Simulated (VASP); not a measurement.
A run of VASP 6.6.1:

Contents of INCAR:

```
SYSTEM = SnO2
PREC     = Accurate       ! precision mode
ENCUT    = 520            ! plane-wave cutoff, eV
EDIFF    = 1E-6           ! SCF threshold, eV
ISMEAR   = 0              ! smearing method
SIGMA    = 0.05           ! smearing width, eV
LREAL    = .False.        ! projectors in reciprocal space
LASPH    = .True.         ! aspherical terms in the spheres
NELM     = 100            ! most SCF steps
ALGO     = Normal         ! electronic algorithm
ISIF     = 2              ! what is computed and relaxed
LWAVE    = .False.        ! write WAVECAR
LCHARG   = .True.         ! write CHGCAR
GGA      = PE             ! functional
LELF     = .True.         ! ELF
LVHAR    = .True.       
NBANDS   = 20             ! bands
```

The input KPOINTS:

```
Automatic mesh
0
Gamma
  12 12 12
  0 0 0
```

File POSCAR:

```
SnO2
1.0
    1.6587648191      0.9576883149      5.0460169415
   -1.6587648191      0.9576883149      5.0460169415
    0.0000000000     -1.9153766297      5.0460169415
Sn O
1 2
Direct
    0.5000000000      0.5000000000      0.5000000000
    0.2233609734      0.2233609734      0.2233609734
    0.7766390266      0.7766390266      0.7766390266
```

Potentials or basis: VASP PAW PBE potentials, release 64 (Sn_d, O).

Launch:

```bash
$ cat potpaw_PBE.64/Sn_d/POTCAR potpaw_PBE.64/O/POTCAR > POTCAR
$ mpirun -np 1 vasp_std > vasp.out
```

Hardware: 1 thread of Intel(R) Xeon(R) Platinum 8259CL CPU @ 2.50GHz (Skylake/Cascade Lake), on a shared host.

Problem. How long does it take, and how much memory?

Solution. It took 4.1 min on 1 thread of Intel(R) Xeon(R) Platinum 8259CL CPU @ 2.50GHz (Skylake/Cascade Lake) (shared host), peak memory 0.35 GiB. Counts: scf iterations 13, k points 189.
